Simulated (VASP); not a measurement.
# MgO: single point with PBEsol

MgO:

```
CELL_PARAMETERS angstrom
4.27030 0.00000 0.00000
0.00000 -4.27030 0.00000
0.00000 0.00000 -4.27030
ATOMIC_POSITIONS crystal
Mg 0.02649 0.47351 0.50000
Mg 0.50000 0.00000 0.50000
Mg 0.50000 0.50000 0.00000
Mg 0.00000 0.00000 0.00000
O 0.50000 0.00000 0.00000
O 0.00000 0.50000 0.00000
O 0.00000 0.00000 0.50000
O 0.50000 0.50000 0.50000
```

This cell differs from its parent crystal: atom 1 (Mg) moved +0.160 Å along Cartesian [1 1 0].

| Quantity | Value |
| --- | --- |
| Program | VASP 6.6.1 |
| Task | single point |
| Functional | PBEsol |
| Potentials or basis | VASP PAW PBE potentials, release 64 (Mg, O) |
| Cutoff | 520 eV |
| k mesh | 6 × 6 × 6 |
| Occupations | gaussian, width 0.05 eV |
| Spin | no spin polarisation |

```
Pressure               : -5.7 GPa
Largest force          : 1.396 eV/Å
Band gap on the k mesh : 4.24 eV, direct
```

Forces on the atoms (eV/Å):
```
Mg  -0.987 -0.987  0.000
Mg   0.276  0.276  0.000
Mg   0.265 -0.079  0.000
Mg  -0.079  0.265  0.000
O   -0.032 -0.032  0.000
O    0.168  0.168  0.000
O    0.158  0.231  0.000
O    0.231  0.158  0.000
```

Stress tensor (GPa, compression positive):
```
-5.35  0.01  0.00
 0.01 -5.35  0.00
 0.00  0.00 -6.25
```

Levels at points of the mesh, in eV from the valence-band top:
```tsv
k point	band 13	band 14	band 15	band 16	band 17	band 18	band 19	band 20
(0.00, 0.00, 0.00)	-1.30	-0.01	0.00	0.00	4.24	8.85	8.88	8.90
(0.50, 0.00, 0.00)	-0.73	-0.73	-0.70	-0.70	7.52	7.62	10.68	10.99
(0.00, 0.00, 0.50)	-0.73	-0.71	-0.71	-0.71	7.57	7.58	10.79	10.79
(0.50, 0.50, 0.00)	-0.64	-0.62	-0.62	-0.60	8.88	8.99	9.00	9.10
(0.00, 0.50, 0.50)	-0.63	-0.63	-0.62	-0.60	8.93	8.95	9.03	9.06
(0.50, 0.50, 0.50)	-0.61	-0.61	-0.60	-0.59	7.47	7.49	7.50	7.51
```

Run time: 86 s on 1 thread of Intel(R) Xeon(R) Platinum 8259CL CPU @ 2.50GHz (Skylake/Cascade Lake), with other jobs on the host, peak memory 0.22 GiB.

Caveat: the cell differs from its parent crystal (atom 1 (Mg) moved +0.160 Å along Cartesian [1 1 0]); the PAW data sets were made with another functional, which shifts forces and pressure a little.
